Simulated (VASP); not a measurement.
# Ga (Im-3m) in VASP: further runs

The runs below take Ga through single point, relaxation of cell and atoms, with PBEsol.

Program: VASP 6.6.1. These are calculated values, not measurements. Logs are shortened: lines on timing, memory, paths and dates and some standing lists are left out, and cuts for length are marked.

## Step 1: The cell of the first run

It takes space group Im-3m (No. 229, cubic). The conventional cell has a = 2.789 Å, b = 2.789 Å, c = 2.789 Å, α = 90.00°, β = 90.00°, γ = 90.00°. Ga (site symmetry m-3m) has 14 Ga at 2.42 to 2.79 Å within 3.2 Å.

## Step 2: Single point, PBEsol

INCAR reads:

```
SYSTEM = Ga
ALGO = Normal
EDIFF = 1E-6
ENCUT = 520
GGA = PS
ISIF = 2
ISMEAR = -1
LASPH = .TRUE.
LCHARG = .TRUE.
LELF = .TRUE.
LREAL = .FALSE.
LVHAR = .TRUE.
LWAVE = .FALSE.
NBANDS = 12
NELM = 80
PREC = Accurate
SIGMA = 0.08
```

KPOINTS reads:

```
k-points
0
G
  19 19 19
  0 0 0
```

POSCAR reads:

```
Ga
1.0
   -1.3943998031      1.3943998031      1.3943998031
    1.3943998031     -1.3943998031      1.3943998031
    1.3943998031      1.3943998031     -1.3943998031
Ga
1
Direct
    0.0000000000      0.0000000000      0.0000000000
```

Potentials or basis: VASP PAW PBE potentials, release 64 (Ga_d).

Launch:

```sh
$ cat potpaw_PBE.64/Ga_d/POTCAR > POTCAR
$ mpirun -np 1 vasp_std > vasp.out
```

OUTCAR:

```text
SYSTEM = Ga
   EDIFF = 1E-6
   ENCUT = 520
   GGA = PS
   ISIF = 2
   ISMEAR = -1
   LASPH = .TRUE.
   LREAL = .FALSE.
   NELM = 80
   PREC = Accurate

 ion  position               nearest neighbor table
   1  0.000  0.000  0.000-

  LATTYP: Found a body centered cubic cell.
 ALAT       =     2.7887996062

  Lattice vectors:

 A1 = (  -1.3943998031,   1.3943998031,   1.3943998031)
 A2 = (   1.3943998031,  -1.3943998031,   1.3943998031)
 A3 = (   1.3943998031,   1.3943998031,  -1.3943998031)

Analysis of symmetry for initial positions (statically):
=====================================================================
 Subroutine PRICEL returns:
 Original cell was already a primitive cell.

 Routine SETGRP: Setting up the symmetry group for a
 body centered cubic supercell.

 Subroutine GETGRP returns: Found 48 space group operations
 (whereof 48 operations were pure point group operations)
 out of a pool of 48 trial point group operations.

The static configuration has the point symmetry O_h .

Analysis of symmetry for dynamics (positions and initial velocities):
=====================================================================
 Subroutine PRICEL returns:
 Original cell was already a primitive cell.

 Routine SETGRP: Setting up the symmetry group for a
 body centered cubic supercell.

 Subroutine GETGRP returns: Found 48 space group operations
 (whereof 48 operations were pure point group operations)
 out of a pool of 48 trial point group operations.

The dynamic configuration has the point symmetry O_h .

 Subroutine INISYM returns: Found 48 space group operations
 (whereof 48 operations are pure point group operations),
 and found     1 'primitive' translations

----------------------------------------------------------------------------------------

                                     Primitive cell

  volume of cell :      10.8448

  direct lattice vectors                    reciprocal lattice vectors
    -1.394399803  1.394399803  1.394399803     0.000000000  0.358577216  0.358577216
     1.394399803 -1.394399803  1.394399803     0.358577216  0.000000000  0.358577216
     1.394399803  1.394399803 -1.394399803     0.358577216  0.358577216  0.000000000

  length of vectors
     2.415171305  2.415171305  2.415171305     0.507104763  0.507104763  0.507104763

  position of ions in fractional coordinates (direct lattice)
     0.000000000  0.000000000  0.000000000

  ion indices of the primitive-cell ions
   primitive index   ion index
                 1           1

----------------------------------------------------------------------------------------

 KPOINTS: k-points

Automatic generation of k-mesh.
 Grid dimensions read from file:
 generate k-points for:   19   19   19

 Generating k-lattice:

  Cartesian coordinates                     Fractional coordinates (reciprocal lattice)
     0.000000000  0.018872485  0.018872485     0.052631579  0.000000000  0.000000000
     0.018872485  0.000000000  0.018872485     0.000000000  0.052631579  0.000000000
     0.018872485  0.018872485  0.000000000     0.000000000  0.000000000  0.052631579

  Length of vectors
     0.026689724  0.026689724  0.026689724

  Shift w.r.t. Gamma in fractional coordinates (k-lattice)
     0.000000000  0.000000000  0.000000000

 Subroutine IBZKPT returns following result:
 ===========================================

 Found    220 irreducible k-points:

 Following reciprocal coordinates:
            Coordinates               Weight
  0.000000  0.000000  0.000000      1.000000
  0.052632  0.000000  0.000000     12.000000
  0.105263  0.000000  0.000000     12.000000
  0.157895  0.000000  0.000000     12.000000
  0.210526  0.000000  0.000000     12.000000
  0.263158  0.000000  0.000000     12.000000
[... 16 lines left out ...]
  0.263158  0.105263  0.000000     48.000000
  0.315789  0.105263  0.000000     48.000000
 [... further k-points ...]
   k-points           NKPTS =    220   k-points in BZ     NKDIM =    220   number of bands    NBANDS=     12
   number of dos      NEDOS =    301   number of ions     NIONS =      1
   total plane-waves  NPLWV =   5832
   dimension x,y,z NGX =    18 NGY =   18 NGZ =   18
   dimension x,y,z NGXF=    36 NGYF=   36 NGZF=   36
   ions per type =               1
   NGX,Y,Z   is equivalent  to a cutoff of  12.39, 12.39, 12.39 a.u.
   NGXF,Y,Z  is equivalent  to a cutoff of  24.78, 24.78, 24.78 a.u.
 SYSTEM =  Ga
   PREC   = accura    normal or accurate (medium, high low for compatibility)
   ISTART =      0    job   : 0-new  1-cont  2-samecut
   ICHARG =      2    charge: 1-file 2-atom 10-const
   ISPIN  =      1    spin polarized calculation?
   LNONCOLLINEAR =      F non collinear calculations
   LSORBIT =      F    spin-orbit coupling
   LASPH  =      T    aspherical Exc in radial PAW
   ENCUT  =  520.0 eV  38.22 Ry    6.18 a.u.   4.49  4.49  4.49*2*pi/ulx,y,z
   NELM   =     80;   NELMIN=  2; NELMDL= -5     # of ELM steps
   EDIFF  = 0.1E-05   stopping-criterion for ELM
   LREAL  =      F    real-space projection
   EDIFFG = 0.1E-04   stopping-criterion for IOM
   NSW    =      0    number of steps for IOM
   IBRION =     -1    ionic relax: 0-MD 1-quasi-New 2-CG
   NFREE  =      0    steps in history (QN), initial steepest desc. (CG)
   ISIF   =      2    stress and relaxation
   ISYM   =      2    0-nonsym 1-usesym 2-fastsym
   POTIM  = 0.5000    time-step for ionic-motion
   TEBEG  =    0.0;   TEEND  =   0.0 temperature during run
   PSTRESS=    0.0 pullay stress
   NELECT =      13.0000    total number of electrons
   NUPDOWN=      -1.0000    fix difference up-down
   EMIN   =  10.00;   EMAX   =-10.00  energy-range for DOS
   EFERMI =   0.00;   METHOD = LEGACY
   ISMEAR =    -1;   SIGMA  =   0.08  broadening in eV -4-tet -1-fermi 0-gaus
   EFERMI_NEDOS =   21; number of points for ismear=-14 and -15
   IALGO  =     38    algorithm
   IMIX   =      4    mixing-type and parameters
     AMIX     =   0.40;   BMIX     =  1.00
     AMIX_MAG =   1.60;   BMIX_MAG =  1.00
  volume/ion in A,a.u.               =      10.84        73.18
  Fermi-wavevector in a.u.,A,eV,Ry     =   1.739063  3.286352 41.148644  3.024340
  Thomas-Fermi vector in A             =   2.811976
   LORBIT       =      0    0 simple, 1 ext, 2 COOP (PROOUT), +10 PAW based schemes
   GGA     = PS    functional components
   LHFCALC =     F    Hartree Fock is set to
   AEXX    =    0.0000 exact exchange contribution
   IVDW    =     0    specifies the selected vdW correction
   LEPSILON=     F    determine dielectric tensor
   LRPA    =     F    only Hartree local field effects (RPA)
 non-spin polarized calculation
  energy-cutoff  :      520.00
  volume of cell :       10.84
 maximum number of plane-waves:       321
 NGX is ok and might be reduce to    18
   NGX =  9   NGY =  9   NGZ =  9

 number of electron      12.9999983 magnetization

 Free energy of the ion-electron system (eV)
  ---------------------------------------------------
  ext. energy  EPLUGINS =         0.00000000
  ---------------------------------------------------
  free energy    TOTEN  =        -1.93068628 eV

  energy without entropy =       -1.92501262  energy(sigma->0) =       -1.92784945

 E-fermi :  12.3961     XC(G=0): -14.2727

 val. band max:       12.3298971840   @ k =  -0.3158   0.4737   0.0526
 cond. band min:      12.4178646665   @ k =  -0.4737   0.4737   0.3684
 fundamental gap:      0.0879674825
 Fermi energy:        12.3960599966

 k-point     1 :       0.0000    0.0000    0.0000
  band No.  band energies     occupation
      1      -4.3185      2.00000
      2      -3.9063      2.00000
      3      -3.9063      2.00000
      4      -3.9063      2.00000
      5      -3.2681      2.00000
      6      -3.2681      2.00000
      7      33.4866      0.00000
      8      33.4866      0.00000
      9      33.4866      0.00000
     10      33.6274      0.00000
     11      33.6274      0.00000
     12      33.6274      0.00000

 k-point     2 :       0.0526    0.0000    0.0000
  band No.  band energies     occupation
      1      -4.2102      2.00000
      2      -3.9160      2.00000
      3      -3.9000      2.00000
      4      -3.8800      2.00000
      5      -3.2774      2.00000
      6      -3.2676      2.00000
      7      31.1641      0.00000
      8      32.3919      0.00000
      9      32.6035      0.00000
     10      32.9612      0.00000
     11      33.2862      0.00000
     12      33.7085      0.00000

 k-point     3 :       0.1053    0.0000    0.0000
  band No.  band energies     occupation
      1      -4.0095      2.00000
      2      -3.9441      2.00000
      3      -3.8032      2.00000
      4      -3.7643      2.00000
      5      -3.2968      2.00000
      6      -3.2662      2.00000
      7      27.7666      0.00000
      8      30.6261      0.00000
      9      31.0247      0.00000
     10      31.8185      0.00000
     11      32.7020      0.00000
     12      34.1005      0.00000

 k-point     4 :       0.1579    0.0000    0.0000
  band No.  band energies     occupation
      1      -4.0082      2.00000
      2      -3.9874      2.00000
      3      -3.6827      2.00000
      4      -3.3800      2.00000
      5      -3.2636      2.00000
      6      -3.1504      2.00000
      7      24.4053      0.00000
      8      28.9094      0.00000
      9      29.4842      0.00000
     10      30.7241      0.00000
     11      32.0726      0.00000
     12      34.7531      0.00000

 k-point     5 :       0.2105    0.0000    0.0000
  band No.  band energies     occupation
      1      -4.0674      2.00000
      2      -4.0411      2.00000
      3      -3.5294      2.00000
      4      -3.3656      2.00000
      5      -3.2597      2.00000
      6      -2.3542      2.00000
      7      21.1766      0.00000
      8      27.3557      0.00000
      9      28.1073      0.00000
     10      29.7726      0.00000
     11      31.5102      0.00000
     12      35.6580      0.00000

 k-point     6 :       0.2632    0.0000    0.0000
  band No.  band energies     occupation
      1      -4.1548      2.00000
      2      -4.0992      2.00000
      3      -3.3614      2.00000
      4      -3.3584      2.00000
      5      -3.2548      2.00000
      6      -1.2962      2.00000
      7      18.1090      0.00000
      8      26.0059      0.00000
      9      26.9309      0.00000
     10      28.9830      0.00000
     11      31.0518      0.00000
     12      36.8061      0.00000

 k-point     7 :       0.3158    0.0000    0.0000
  band No.  band energies     occupation
      1      -4.2533      2.00000
      2      -4.1556      2.00000
      3      -3.3464      2.00000
      4      -3.2492      2.00000
      5      -3.1874      2.00000
      6      -0.0127      2.00000
      7      15.2184      0.00000
      8      24.8874      0.00000
      9      25.9729      0.00000
     10      28.3573      0.00000
     11      30.7036      0.00000
     12      38.1849      0.00000

 k-point     8 :       0.3684    0.0000    0.0000
  band No.  band energies     occupation
      1      -4.3451      2.00000
      2      -4.2040      2.00000
      3      -3.3267      2.00000
      4      -3.2437      2.00000
      5      -3.0359      2.00000
      6       1.4793      2.00000
      7      12.5215      0.34515
      8      24.0234      0.00000
      9      25.2447      0.00000
     10      27.8927      0.00000
     11      30.4585      0.00000
     12      39.7748      0.00000
[... 166 lines left out ...]
 k-point    20 :       0.1053    0.1053    0.0000
  band No.  band energies     occupation
      1      -4.0150      2.00000
      2      -3.9265      2.00000
      3      -3.7379      2.00000
      4      -3.3545      2.00000
      5      -3.3007      2.00000
      6      -2.7707      2.00000
      7      24.5685      0.00000
      8      24.7653      0.00000
      9      28.2528      0.00000
     10      32.2997      0.00000
     11      33.2856      0.00000
     12      35.1787      0.00000

 k-point    21 :       0.1579    0.1053    0.0000
  band No.  band energies     occupation
      1      -4.0656      2.00000
      2      -3.9667      2.00000
      3      -3.6145      2.00000
      4      -3.3774      2.00000
      5      -3.2744      2.00000
      6      -1.9530      2.00000
      7      21.4554      0.00000
      8      23.3748      0.00000
      9      26.9680      0.00000
     10      31.7376      0.00000
     11      33.6162      0.00000
     12      35.4640      0.00000

 k-point    22 :       0.2105    0.1053   -0.0000
  band No.  band energies     occupation
      1      -4.1283      2.00000
      2      -4.0368      2.00000
      3      -3.4663      2.00000
      4      -3.3819      2.00000
      5      -3.2513      2.00000
      6      -0.8960      2.00000
      7      18.4010      0.00000
      8      22.2639      0.00000
      9      25.8422      0.00000
     10      31.0539      0.00000
     11      33.9974      0.00000
     12      35.5746      0.00000

 k-point    23 :       0.2632    0.1053    0.0000
  band No.  band energies     occupation
      1      -4.2026      2.00000
      2      -4.1078      2.00000
      3      -3.3702      2.00000
      4      -3.3416      2.00000
      5      -3.2051      2.00000
      6       0.3852      2.00000
      7      15.5177      0.00000
      8      21.3526      0.00000
      9      24.9102      0.00000
     10      30.4708      0.00000
     11      33.9317      0.00000
     12      36.3208      0.00000

 k-point    24 :       0.3158    0.1053    0.0000
  band No.  band energies     occupation
      1      -4.2804      2.00000
      2      -4.1626      2.00000
      3      -3.3494      2.00000
      4      -3.2928      2.00000
      5      -3.1053      2.00000
      6       1.8766      2.00000
      7      12.8237      0.00949
      8      20.6524      0.00000
      9      24.1938      0.00000
     10      30.0259      0.00000
     11      33.7027      0.00000
     12      37.4845      0.00000

 [... further k-points ...]
[... 5 lines left out ...]
  --------------------------------------------------------------------------------------
  -------------------------------------------------------------------------------------
  Total        6.8151662      6.8151662      6.8151662      0.0000000     -0.0000000     -0.0000000
  in kB     1006.8507651   1006.8507651   1006.8507651      0.0000000     -0.0000000     -0.0000000
  external PRESSURE =    1006.8507651 kB  Pullay stress =       0.0000000 kB

 VOLUME and BASIS-vectors are now :
 -----------------------------------------------------------------------------
  energy-cutoff  :      520.00
  volume of cell :       10.84
      direct lattice vectors                 reciprocal lattice vectors
    -1.394399803  1.394399803  1.394399803     0.000000000  0.358577216  0.358577216
     1.394399803 -1.394399803  1.394399803     0.358577216  0.000000000  0.358577216
     1.394399803  1.394399803 -1.394399803     0.358577216  0.358577216  0.000000000

 POSITION                                       TOTAL-FORCE (eV/Angst)
 -----------------------------------------------------------------------------------
      0.00000      0.00000      0.00000        -0.000000     -0.000000      0.000000
 -----------------------------------------------------------------------------------
    total drift:                               -0.000000     -0.000000      0.000000

  FREE ENERGIE OF THE ION-ELECTRON SYSTEM (eV)
  ---------------------------------------------------
  free  energy   TOTEN  =        -1.9306862828 eV

  energy  without entropy=       -1.9250126239  energy(sigma->0) =       -1.92784945
```

Run time: 12 s. Hardware: 1 thread of AMD EPYC 9R45 (Zen 5), shared host; peak memory 0.11 GiB.

Results:

```
Free energy : -1.9307 eV
Pressure    : 100.7 GPa
```

Levels at points of the mesh, in eV from the Fermi level:
```
           k point  band 3  band 4  band 5  band 6  band 7  band 8  band 9  band 10
(0.00, 0.00, 0.00)  -16.30  -16.30  -15.66  -15.66   21.09   21.09   21.09    21.23
```

Caveat: the PAW data sets were made with another functional, which shifts forces and pressure a little.

## Step 3: Single point, PBEsol

INCAR reads:

```
SYSTEM = Ga
PREC     = Accurate       ! precision mode
ENCUT    = 520            ! plane-wave cutoff, eV
EDIFF    = 1E-6           ! SCF threshold, eV
ISMEAR   = -1             ! smearing method
SIGMA    = 0.08           ! smearing width, eV
LREAL    = .False.        ! projectors in reciprocal space
LASPH    = .True.         ! aspherical terms in the spheres
NELM     = 100            ! most SCF steps
ALGO     = Normal         ! electronic algorithm
ISIF     = 2              ! what is computed and relaxed
LWAVE    = .False.        ! write WAVECAR
LCHARG   = .True.         ! write CHGCAR
GGA      = PS             ! functional
LELF     = .True.         ! ELF
LVHAR    = .True.       
NBANDS   = 12             ! bands
```

KPOINTS reads:

```
Automatic mesh
0
Gamma
  19 19 19
  0 0 0
```

POSCAR reads:

```
Ga
1.0
   -1.3946313335      1.3946313335      1.3946313335
    1.3946313335     -1.3946313335      1.3946313335
    1.3946313335      1.3946313335     -1.3946313335
Ga
1
Direct
    0.0000000000      0.0000000000      0.0000000000
```

Potentials or basis: VASP PAW PBE potentials, release 64 (Ga_d).

Launch:

```sh
$ cat potpaw_PBE.64/Ga_d/POTCAR > POTCAR
$ mpirun -np 1 vasp_std > vasp.out
```

Wall time 12 s (1 thread of AMD EPYC 9R45 (Zen 5), shared host); peak memory 0.11 GiB.

The run converged. Its results:

```yaml
Free_energy: -1.9341 eV
Pressure: 100.5 GPa
```

Levels at points of the mesh, in eV from the Fermi level:
| k point | band 3 | band 4 | band 5 | band 6 | band 7 | band 8 | band 9 | band 10 |
| --- | --- | --- | --- | --- | --- | --- | --- | --- |
| (0.00, 0.00, 0.00) | -16.30 | -16.30 | -15.66 | -15.66 | 21.08 | 21.08 | 21.08 | 21.23 |

Caveat: the PAW data sets were made with another functional, which shifts forces and pressure a little.

## Step 4: Relaxation of cell and atoms, PBEsol, target pressure 100 GPa, at which the enthalpy is minimised

INCAR reads:

```
SYSTEM = Ga
  PREC = Accurate
  ENCUT = 600
  EDIFF = 1E-6
  ISMEAR = -1
  SIGMA = 0.08
  LREAL = .False.
  LASPH = .True.
  NELM = 80
  ALGO = Normal
  ISIF = 3
  LWAVE = .False.
  LCHARG = .False.
  GGA = PS
  IBRION = 2
  NSW = 60
  EDIFFG = -0.005
  PSTRESS = 1000.0
```

KPOINTS is that of step 3.

POSCAR reads:

```
Ga
1.0
   -1.3935372936      1.3935372936      1.3935372936
    1.3935372936     -1.3935372936      1.3935372936
    1.3935372936      1.3935372936     -1.3935372936
Ga
1
Direct
    0.0000000000      0.0000000000      0.0000000000
```

Launch:

```sh
$ cat potpaw_PBE.64/Ga_d/POTCAR > POTCAR
$ mpirun -np 1 vasp_std > vasp.out
```

It took 35 s on 1 thread of AMD EPYC 9R45 (Zen 5), shared host; peak memory 0.12 GiB.

It converged, with:

| Property | Result |
| --- | --- |
| Free energy | -1.9421 eV |
| Relaxed volume | 10.86 Å³/atom |
| Relaxed cell | a = 2.417 Å, b = 2.417 Å, c = 2.417 Å, α = 109.47°, β = 109.47°, γ = 109.47° |
| Space group after relaxing (to 0.05 Å) | Im-3m (No. 229) |
| Energy change on relaxing (the enthalpy is what falls) | -24.1 meV/atom |
| Ionic steps | 5 |
| Pressure after relaxing | 100.1 GPa |

Step by step:
```tsv
step	energy change (eV)	largest force (eV/Å)	pressure (GPa)	volume (Å³)
1	0.0000	0.0000	101.38	10.82
2	-0.0903	0.0000	95.23	10.97
3	-0.0237	0.0000	100.09	10.86
4	-0.0249	0.0000	99.80	10.86
5	-0.0241	0.0000	100.06	10.86
```

Final structure:
```
Ga
1.0
    -1.39518    1.39518    1.39518
     1.39518   -1.39518    1.39518
     1.39518    1.39518   -1.39518
Ga
1
Direct
  0.00000 0.00000 0.00000
```

Levels at points of the mesh, in eV from the Fermi level:
```csv
k point,band 2,band 3,band 4,band 5,band 6,band 7,band 8,band 9,band 10
"(0.00, 0.00, 0.00)",-16.29,-16.29,-16.29,-15.66,-15.66,21.06,21.06,21.06,21.22
```

Caveat: the cell is relaxed towards a set pressure, so the enthalpy falls and the energy may rise; the PAW data sets were made with another functional, which shifts forces and pressure a little.

(Continued in part 2 of 2.)
